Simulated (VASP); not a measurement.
A run of VASP 6.6.1:

Contents of INCAR:

```
SYSTEM = Al
PREC = Accurate
ENCUT = 520
EDIFF = 1E-6
ISMEAR = -1
SIGMA = 0.05
LREAL = .FALSE.
LASPH = .TRUE.
NELM = 100
ALGO = Normal
ISIF = 2
LWAVE = .FALSE.
LCHARG = .FALSE.
GGA = PS
NBANDS = 10
```

KPOINTS

```
Automatic mesh
0
G
  11 11 6
  0 0 0
```

The input POSCAR:

```
Al
1.0
    2.6808236910      0.0000000000      0.0000000000
   -1.3404118455      2.3216614195      0.0000000000
    0.0000000000      0.0000000000      4.4118179208
Al
2
Direct
    0.3333333333      0.6666666667      0.2500000000
    0.6666666667      0.3333333333      0.7500000000
```

Potentials or basis: VASP PAW PBE potentials, release 64 (Al).

Run with:

```bash
$ cat potpaw_PBE.64/Al/POTCAR > POTCAR
$ mpirun -np 1 vasp_std > vasp.out
```

Hardware: 1 thread of Intel(R) Xeon(R) Platinum 8375C CPU @ 2.90GHz (Ice Lake) (shared host).

Question: How long does it take, and how much memory?

Answer: It took 8.5 s on 1 thread of Intel(R) Xeon(R) Platinum 8375C CPU @ 2.90GHz (Ice Lake), with other jobs on the host, peak memory 0.14 GiB. Counts: scf iterations 10, k points 64.
